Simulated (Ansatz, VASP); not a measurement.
## KMgF3 in VASP and in Ansatz

```
CELL_PARAMETERS angstrom
4.05333 0.00000 0.00000
0.00000 4.05333 0.00000
0.00000 0.00000 4.05333
ATOMIC_POSITIONS crystal
K 0.50000 0.50000 0.50000
Mg 0.00000 0.00000 0.00000
F 0.00000 0.50000 0.00000
F 0.00000 0.00000 0.50000
F 0.50000 0.00000 0.00000
```

Alike in both runs: functional PBE; k mesh 6 × 6 × 6; occupations gaussian, width 0.02 eV; no spin polarisation.

Ansatz relaxed the structure, and its values are those at the end. VASP's run is a single point on that final structure, the one shown.

|  | VASP | Ansatz |
| --- | --- | --- |
| version | VASP 6.6.1 | Ansatz 0.2.0 |
| potentials or method | VASP PAW PBE potentials, release 64 (K_sv, Mg, F), cutoff 600 eV | scalar-relativistic, plane waves, PAW |
| valence electrons in the cell | 32 | 40 |

VASP gave:

- gap on the k mesh at the Fermi level (eV): 6.94
- least direct gap on the mesh (eV): 7.26
- pressure (GPa): -0.5

**Question.** Which values does Ansatz return?

**Answer.** gap on the k mesh at the Fermi level (eV): 6.96; least direct gap on the mesh (eV): 7.28; pressure (GPa): 0.0.

The functional is the same, so the differences come from potentials, cutoffs and numerics. VASP's potentials hold 32 valence electrons a cell and Ansatz's 40, so a difference there can come from the potentials and not from the codes.
